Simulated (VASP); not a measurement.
**LiCl: single point with r2SCAN**

LiCl:

```
Li Cl
1.0
     0.00000    2.50402    2.50402
     2.50402    0.00000    2.50402
     2.50402    2.50402    0.00000
Li Cl
1 1
Direct
  0.00000 0.00000 0.00000
  0.50000 0.50000 0.50000
```

This cell differs from its parent crystal: volume scaled by 0.94.

```json
{
  "Program": "VASP 6.6.1",
  "Task": "single point",
  "Functional": "r2SCAN",
  "Potentials or basis": "VASP PAW PBE potentials, release 64 (Li_sv, Cl)",
  "Cutoff": "520 eV",
  "k mesh": "8 × 8 × 8",
  "Occupations": "gaussian, width 0.02 eV",
  "Spin": "no spin polarisation",
  "Dipole correction": "no",
  "Further INCAR settings": "ALGO = Normal; EDIFF = 1e-07; NBANDS = 12"
}
```

The band gap on the k mesh is 7.62 eV, indirect (least direct gap 7.79 eV).

Levels at points of the mesh, in eV from the valence-band top:
```csv
k point,band 1,band 2,band 3,band 4,band 5,band 6,band 7,band 8,band 9,band 10
"(0.00, 0.00, 0.00)",-44.73,-14.26,0.00,0.00,0.00,7.79,12.71,12.71,12.71,15.57
"(0.50, 0.00, 0.00)",-44.72,-13.57,-3.15,-0.31,-0.31,7.62,10.34,10.34,15.04,18.34
"(0.50, 0.50, 0.00)",-44.72,-13.26,-3.28,-1.27,-1.27,8.81,8.96,14.26,16.03,16.03
```

It took 44 s on 1 thread of Intel(R) Xeon(R) Platinum 8488C (Sapphire Rapids), with other jobs on the host, peak memory 0.16 GiB.

 A k mesh can miss the band edges.
